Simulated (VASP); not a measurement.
Write the native input for VASP 6.6.1 that does the following.

- Task: single point
- Functional: PBEsol
- Potentials or basis: VASP PAW PBE potentials, release 64 (S, Mg)
- Cutoff: 520 eV
- k mesh: 6 × 6 × 4
- Occupations: fermi-dirac, width 0.05 eV
- Spin: no spin polarisation
- Dipole correction: no
- Further INCAR settings: ALGO = Normal; EDIFF = 1e-07; NBANDS = 16

The structure of MgS lies in POSCAR:

```
MgS
1.0
    4.0749686309      0.0000000000      0.0000000000
   -2.0374843154      3.5290263540      0.0000000000
    0.0000000000      0.0000000000      6.4322941800
S Mg
2 2
Direct
    0.6666666667      0.3333333333      0.8795783887
    0.3333333333      0.6666666667      0.3795783887
    0.3333333333      0.6666666667      0.9954206113
    0.6666666667      0.3333333333      0.4954206113
```

These files were run (other wordings do the same):

INCAR

```
SYSTEM = MgS
PREC = Accurate ; ENCUT = 520
EDIFF = 1E-7 ; ISMEAR = -1
SIGMA = 0.05 ; LREAL = .False.
LASPH = .True. ; NELM = 80
ALGO = Normal ; ISIF = 2
LWAVE = .False. ; LCHARG = .False.
GGA = PS ; NBANDS = 16
```

KPOINTS

```
regular mesh
0
Gamma
  6 6 4
  0 0 0
```

Potentials or basis: VASP PAW PBE potentials, release 64 (S, Mg).

The run is started by

```sh
$ cat potpaw_PBE.64/S/POTCAR potpaw_PBE.64/Mg/POTCAR > POTCAR
$ mpirun -np 1 vasp_std > vasp.out
```

It gave:

| Property | Result |
| --- | --- |
| Pressure | -1.5 GPa |
| Band gap on the k mesh | 3.15 eV |

Caveat: the PAW data sets were made with another functional, which shifts forces and pressure a little.

Wall time 19 s on 1 thread of Intel(R) Xeon(R) Platinum 8488C (Sapphire Rapids) (shared host), peak memory 0.19 GiB.
